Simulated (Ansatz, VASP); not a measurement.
**TiO2 in VASP and in Ansatz**

```
Ti O
1.0
     4.59400    0.02297    0.02297
     0.02297    4.59400    0.02297
     0.01480    0.01480    2.95900
Ti O
2 4
Direct
  0.00000 0.00000 0.00000
  0.50000 0.50000 0.50000
  0.30600 0.30600 0.00000
  0.19400 0.80600 0.50000
  0.69400 0.69400 0.00000
  0.80600 0.19400 0.50000
```

Change from the starting cell: equal xy, yz and zx shear strains of +1 %.

Alike in both runs: task single point; functional LDA; k mesh 7 × 7 × 10; occupations fermi-dirac, width 0.05 eV; no spin polarisation.

|  | VASP | Ansatz |
| --- | --- | --- |
| version | VASP 6.6.1 | Ansatz 0.2.0 |
| potentials or method | VASP PAW LDA potentials, release 64 (Ti_sv, O), cutoff 520 eV | all-electron LAPW, scalar-relativistic |

```csv
,VASP,Ansatz,Ansatz less VASP
gap on the k mesh at the Fermi level (eV),1.82,1.85,+0.024
pressure (GPa),-6.7,-7.6,-0.96
"traceless stress, the component that is largest in VASP (GPa)",-2.18,-2.16,+0.023
rms of the force components (eV/Å),0.071,0.056,-0.0151
```

LDA's correlation is that of Perdew and Zunger in VASP and of Perdew and Wang (1992) in Ansatz. Atom by atom the forces differ by 0.016 eV/Å (rms over components). Ansatz ran all-electron here, and VASP with PAW potentials.
